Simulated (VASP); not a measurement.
# LaS3 (Cmmm) in VASP: single point with PBE

Aim: the single point of LaS3 with PBE.

Everything below comes from runs of VASP 6.6.1. Logs are shortened: lines on timing, memory, paths and dates and some standing lists are left out, and cuts for length are marked.

## Step 1: The cell of the first run

Symmetry: Cmmm, No. 65, orthorhombic system. The conventional cell has a = 3.864 Å, b = 5.171 Å, c = 10.511 Å, α = 90.00°, β = 90.00°, γ = 90.00°. La (site symmetry mmm) has 6 La at 3.23 to 3.86 Å and 8 S at 3.32 to 3.74 Å within 4.2 Å. Within 4.2 Å of S (site symmetry mm2) lie 10 S at 3.21 to 3.86 Å and 4 La at 3.32 to 3.74 Å. S (site symmetry mmm) has 14 S at 3.21 to 3.86 Å within 4.2 Å.

The cell was generated, and may not be a known phase.

## Step 2: Single point, PBE

INCAR reads:

```
SYSTEM = LaS3
PREC = Accurate
ENCUT = 520
EDIFF = 1E-7
ISMEAR = 0
SIGMA = 0.1
LREAL = .False.
LASPH = .True.
NELM = 100
ALGO = Normal
ISIF = 2
LWAVE = .False.
LCHARG = .False.
GGA = PE
NBANDS = 22
```

KPOINTS reads:

```
regular mesh
0
Gamma
  6 6 2
  0 0 0
```

POSCAR reads:

```
LaS3
1.0
    1.9321583700     -2.5854025200      0.0000000000
    1.9321583700      2.5854025200      0.0000000000
    0.0000000000      0.0000000000     10.5111266500
La S
1 3
Direct
    0.0000000000      0.0000000000      0.0000000000
    0.5000000000      0.5000000000      0.7433156400
    0.0000000000      0.0000000000      0.5000000000
    0.5000000000      0.5000000000      0.2566843600
```

Potentials or basis: VASP PAW PBE potentials, release 64 (La, S).

Started as:

```
cat potpaw_PBE.64/La/POTCAR potpaw_PBE.64/S/POTCAR > POTCAR
mpirun -np 1 vasp_std > vasp.out
```

OUTCAR:

```text
SYSTEM = LaS3
   PREC = Accurate
   ENCUT = 520
   EDIFF = 1E-7
   ISMEAR = 0
   LREAL = .False.
   LASPH = .True.
   NELM = 100
   ISIF = 2
   GGA = PE

 ion  position               nearest neighbor table
   1  0.000  0.000  0.000-
   2  0.500  0.500  0.743-
   3  0.000  0.000  0.500-
   4  0.500  0.500  0.257-

  LATTYP: Found a base centered orthorhombic cell.
 ALAT       =     3.8643167400
 B/A-ratio  =     1.3380903761
 C/A-ratio  =     2.7200479043

  Lattice vectors:

 A1 = (   1.9321583700,  -2.5854025200,   0.0000000000)
 A2 = (   1.9321583700,   2.5854025200,   0.0000000000)
 A3 = (   0.0000000000,   0.0000000000,  10.5111266500)

Analysis of symmetry for initial positions (statically):
=====================================================================
 Subroutine PRICEL returns:
 Original cell was already a primitive cell.

 Routine SETGRP: Setting up the symmetry group for a
 base centered orthorhombic supercell.

 Subroutine GETGRP returns: Found  8 space group operations
 (whereof  8 operations were pure point group operations)
 out of a pool of  8 trial point group operations.

The static configuration has the point symmetry D_2h.

Analysis of symmetry for dynamics (positions and initial velocities):
=====================================================================
 Subroutine PRICEL returns:
 Original cell was already a primitive cell.

 Routine SETGRP: Setting up the symmetry group for a
 base centered orthorhombic supercell.

 Subroutine GETGRP returns: Found  8 space group operations
 (whereof  8 operations were pure point group operations)
 out of a pool of  8 trial point group operations.

The dynamic configuration has the point symmetry D_2h.

 Subroutine INISYM returns: Found  8 space group operations
 (whereof  8 operations are pure point group operations),
 and found     1 'primitive' translations

----------------------------------------------------------------------------------------

                                     Primitive cell

  volume of cell :     105.0147

  direct lattice vectors                    reciprocal lattice vectors
     1.932158370 -2.585402520  0.000000000     0.258777959 -0.193393484  0.000000000
     1.932158370  2.585402520  0.000000000     0.258777959  0.193393484  0.000000000
     0.000000000  0.000000000 10.511126650     0.000000000  0.000000000  0.095137280

  length of vectors
     3.227621749  3.227621749 10.511126650     0.323058929  0.323058929  0.095137280

  position of ions in fractional coordinates (direct lattice)
     0.000000000  0.000000000  0.000000000
     0.500000000  0.500000000  0.743315640
     0.000000000  0.000000000  0.500000000
     0.500000000  0.500000000  0.256684360

  ion indices of the primitive-cell ions
   primitive index   ion index
                 1           1
                 2           2
                 3           3
                 4           4

----------------------------------------------------------------------------------------

 KPOINTS: regular mesh

Automatic generation of k-mesh.
 Grid dimensions read from file:
 generate k-points for:    6    6    2

 Generating k-lattice:

  Cartesian coordinates                     Fractional coordinates (reciprocal lattice)
     0.043129660 -0.032232247  0.000000000     0.166666667  0.000000000  0.000000000
     0.043129660  0.032232247  0.000000000     0.000000000  0.166666667  0.000000000
     0.000000000  0.000000000  0.047568640     0.000000000  0.000000000  0.500000000

  Length of vectors
     0.053843155  0.053843155  0.047568640

  Shift w.r.t. Gamma in fractional coordinates (k-lattice)
     0.000000000  0.000000000  0.000000000

 Subroutine IBZKPT returns following result:
 ===========================================

 Found     26 irreducible k-points:

 Following reciprocal coordinates:
            Coordinates               Weight
  0.000000  0.000000  0.000000      1.000000
  0.166667  0.000000  0.000000      4.000000
  0.333333 -0.000000  0.000000      4.000000
  0.500000  0.000000  0.000000      2.000000
  0.166667  0.166667  0.000000      2.000000
  0.333333  0.166667  0.000000      4.000000
[... 16 lines left out ...]
  0.333333  0.333333  0.500000      2.000000
  0.500000  0.333333  0.500000      4.000000
 [... further k-points ...]
   k-points           NKPTS =     26   k-points in BZ     NKDIM =     26   number of bands    NBANDS=     22
   number of dos      NEDOS =    301   number of ions     NIONS =      4
   total plane-waves  NPLWV =  46080
   dimension x,y,z NGX =    24 NGY =   24 NGZ =   80
   dimension x,y,z NGXF=    48 NGYF=   48 NGZF=  160
   ions per type =               1   3
   NGX,Y,Z   is equivalent  to a cutoff of  12.36, 12.36, 12.65 a.u.
   NGXF,Y,Z  is equivalent  to a cutoff of  24.72, 24.72, 25.31 a.u.
 SYSTEM =  LaS3
   PREC   = accura    normal or accurate (medium, high low for compatibility)
   ISTART =      0    job   : 0-new  1-cont  2-samecut
   ICHARG =      2    charge: 1-file 2-atom 10-const
   ISPIN  =      1    spin polarized calculation?
   LNONCOLLINEAR =      F non collinear calculations
   LSORBIT =      F    spin-orbit coupling
   LASPH  =      T    aspherical Exc in radial PAW
   ENCUT  =  520.0 eV  38.22 Ry    6.18 a.u.   6.00  6.00 19.54*2*pi/ulx,y,z
   NELM   =    100;   NELMIN=  2; NELMDL= -5     # of ELM steps
   EDIFF  = 0.1E-06   stopping-criterion for ELM
   LREAL  =      F    real-space projection
   EDIFFG = 0.1E-05   stopping-criterion for IOM
   NSW    =      0    number of steps for IOM
   IBRION =     -1    ionic relax: 0-MD 1-quasi-New 2-CG
   NFREE  =      0    steps in history (QN), initial steepest desc. (CG)
   ISIF   =      2    stress and relaxation
   ISYM   =      2    0-nonsym 1-usesym 2-fastsym
   POTIM  = 0.5000    time-step for ionic-motion
   TEBEG  =    0.0;   TEEND  =   0.0 temperature during run
   PSTRESS=    0.0 pullay stress
   NELECT =      29.0000    total number of electrons
   NUPDOWN=      -1.0000    fix difference up-down
   EMIN   =  10.00;   EMAX   =-10.00  energy-range for DOS
   EFERMI =   0.00;   METHOD = LEGACY
   ISMEAR =     0;   SIGMA  =   0.10  broadening in eV -4-tet -1-fermi 0-gaus
   EFERMI_NEDOS =   21; number of points for ismear=-14 and -15
   IALGO  =     38    algorithm
   IMIX   =      4    mixing-type and parameters
     AMIX     =   0.40;   BMIX     =  1.00
     AMIX_MAG =   1.60;   BMIX_MAG =  1.00
  volume/ion in A,a.u.               =      26.25       177.17
  Fermi-wavevector in a.u.,A,eV,Ry     =   1.066082  2.014604 15.463453  1.136532
  Thomas-Fermi vector in A             =   2.201655
   LORBIT       =      0    0 simple, 1 ext, 2 COOP (PROOUT), +10 PAW based schemes
   GGA     = PE    functional components
   LHFCALC =     F    Hartree Fock is set to
   AEXX    =    0.0000 exact exchange contribution
   IVDW    =     0    specifies the selected vdW correction
   LEPSILON=     F    determine dielectric tensor
   LRPA    =     F    only Hartree local field effects (RPA)
 non-spin polarized calculation
 Gauss-broadening in eV      SIGMA  =   0.10
  energy-cutoff  :      520.00
  volume of cell :      105.01
 maximum number of plane-waves:      2864
   NGX = 11   NGY = 11   NGZ = 39

 number of electron      29.0000000 magnetization

 Free energy of the ion-electron system (eV)
  ---------------------------------------------------
  ext. energy  EPLUGINS =         0.00000000
  ---------------------------------------------------
  free energy    TOTEN  =       -14.87063625 eV

  energy without entropy =      -14.82781638  energy(sigma->0) =      -14.84922631

 E-fermi :   4.4091     XC(G=0):  -9.4147

 val. band max:        4.4044339998   @ k =   0.3333   0.3333   0.0000
 cond. band min:       4.4092189083   @ k =  -0.3333   0.1667   0.0000
 fundamental gap:      0.0047849085
 Fermi energy:         4.4090608048

 k-point     1 :       0.0000    0.0000    0.0000
  band No.  band energies     occupation
      1     -28.7086      2.00000
      2     -12.3751      2.00000
      3     -11.2662      2.00000
      4     -10.9543      2.00000
      5      -8.4127      2.00000
      6      -7.7075      2.00000
[... 14 lines left out ...]
     21       6.1646      0.00000
     22       6.6441      0.00000

 k-point     2 :       0.1667    0.0000    0.0000
  band No.  band energies     occupation
      1     -28.6233      2.00000
      2     -12.2650      2.00000
      3     -11.8489      2.00000
      4     -11.0882      2.00000
      5      -8.1582      2.00000
      6      -7.5472      2.00000
[... 14 lines left out ...]
     21       6.2667      0.00000
     22       6.6417      0.00000

 k-point     3 :       0.3333   -0.0000    0.0000
  band No.  band energies     occupation
      1     -28.4451      2.00000
      2     -13.0409      2.00000
      3     -12.0322      2.00000
      4     -11.1119      2.00000
      5      -7.5166      2.00000
      6      -7.1885      2.00000
[... 14 lines left out ...]
     21       6.4273      0.00000
     22       6.6351      0.00000

 k-point     4 :       0.5000    0.0000    0.0000
  band No.  band energies     occupation
      1     -28.3517      2.00000
      2     -13.5740      2.00000
      3     -11.9087      2.00000
      4     -11.1155      2.00000
      5      -6.9842      2.00000
      6      -6.9057      2.00000
[... 14 lines left out ...]
     21       6.4988      0.00000
     22       6.6388      0.00000

 k-point     5 :       0.1667    0.1667    0.0000
  band No.  band energies     occupation
      1     -28.5242      2.00000
      2     -12.1264      2.00000
      3     -12.0884      2.00000
      4     -11.7182      2.00000
      5      -7.7896      2.00000
      6      -7.3516      2.00000
[... 417 lines left out ...]
 k-point    22 :      -0.1667    0.1667    0.5000
  band No.  band energies     occupation
      1     -28.5610      2.00000
      2     -12.2065      2.00000
      3     -11.7155      2.00000
      4     -11.6201      2.00000
      5      -7.9738      2.00000
      6      -7.5897      2.00000
[... 14 lines left out ...]
     21       6.2520      0.00000
     22       6.5803      0.00000

 k-point    23 :       0.3333    0.3333    0.5000
  band No.  band energies     occupation
      1     -28.2068      2.00000
      2     -13.0305      2.00000
      3     -12.6851      2.00000
      4     -11.7655      2.00000
      5      -6.6506      2.00000
      6      -6.5658      2.00000
[... 14 lines left out ...]
     21       6.5294      0.00000
     22       6.6208      0.00000

 k-point    24 :       0.5000    0.3333    0.5000
  band No.  band energies     occupation
      1     -28.1505      2.00000
      2     -13.4059      2.00000
      3     -12.4419      2.00000
      4     -11.7325      2.00000
      5      -6.7369      2.00000
      6      -6.5079      2.00000
[... 14 lines left out ...]
     21       6.4446      0.00000
     22       6.7185      0.00000

 [... further k-points ...]

------------------------ aborting loop because EDIFF is reached ----------------------------------------

  FORCE on cell =-STRESS in cart. coord.  units (eV):
  Direction    XX          YY          ZZ          XY          YZ          ZX
  --------------------------------------------------------------------------------------
  -------------------------------------------------------------------------------------
  Total       -1.8256439     -2.2749100    -12.8472196      0.0000000      0.0000000      0.0000000
  in kB      -27.8532895    -34.7076049   -196.0060955      0.0000000      0.0000000      0.0000000
  external PRESSURE =     -86.1889966 kB  Pullay stress =       0.0000000 kB

 VOLUME and BASIS-vectors are now :
 -----------------------------------------------------------------------------
  energy-cutoff  :      520.00
  volume of cell :      105.01
      direct lattice vectors                 reciprocal lattice vectors
     1.932158370 -2.585402520  0.000000000     0.258777959 -0.193393484  0.000000000
     1.932158370  2.585402520  0.000000000     0.258777959  0.193393484  0.000000000
     0.000000000  0.000000000 10.511126650     0.000000000  0.000000000  0.095137280

 POSITION                                       TOTAL-FORCE (eV/Angst)
 -----------------------------------------------------------------------------------
      0.00000      0.00000      0.00000         0.000000      0.000000      0.000000
      1.93216      0.00000      7.81308         0.000000      0.000000      1.875638
      0.00000      0.00000      5.25556         0.000000      0.000000      0.000000
      1.93216      0.00000      2.69804        -0.000000      0.000000     -1.875638
 -----------------------------------------------------------------------------------
    total drift:                               -0.000000     -0.000000     -0.000000

  FREE ENERGIE OF THE ION-ELECTRON SYSTEM (eV)
  ---------------------------------------------------
  free  energy   TOTEN  =       -14.8706362458 eV

  energy  without entropy=      -14.8278163836  energy(sigma->0) =      -14.84922631
```

Wall time 84 s (1 thread of Intel Xeon Platinum 8259CL at 2.50GHz (Skylake/Cascade Lake), shared host); peak memory 0.24 GiB.

What came out:

```
Free energy            : -14.8706 eV
Pressure               : -8.6 GPa
Largest force          : 1.876 eV/Å
Band gap on the k mesh : zero (an odd number of electrons rules out a gap without spin polarisation)
```

Forces in eV/Å, atoms in the order of the input:
```
La   0.000  0.000  0.000
S    0.000  0.000  1.876
S    0.000  0.000  0.000
S    0.000  0.000 -1.876
```

Stress tensor (GPa, compression positive):
```
 -2.79   0.00   0.00
  0.00  -3.47   0.00
  0.00   0.00 -19.60
```

Levels at points of the mesh, in eV from the Fermi level:
```csv
k point,band 11,band 12,band 13,band 14,band 15,band 16,band 17,band 18
"(0.00, 0.00, 0.00)",-0.26,-0.06,0.15,0.22,0.84,1.01,1.04,1.19
"(0.50, 0.00, 0.00)",-2.56,-1.03,-0.78,-0.52,0.74,0.80,0.90,1.51
"(0.50, 0.50, 0.00)",-2.20,-1.99,-1.77,-1.61,-0.66,0.05,0.16,0.82
"(0.00, 0.00, 0.50)",-0.26,-0.13,0.14,0.35,0.91,0.92,0.95,1.28
"(0.50, 0.00, 0.50)",-1.67,-1.63,-1.19,-0.45,0.58,0.81,0.84,1.50
"(0.50, 0.50, 0.50)",-2.45,-2.13,-1.50,-1.11,-0.84,-0.80,0.60,0.98
```

Caveat: the stress differs along the axes, from -20 to -3 GPa; spin-orbit coupling is left out, which moves the levels of the heavy elements; an odd number of electrons without spin polarisation forces a metal; a magnetic or distorted state may lie lower.
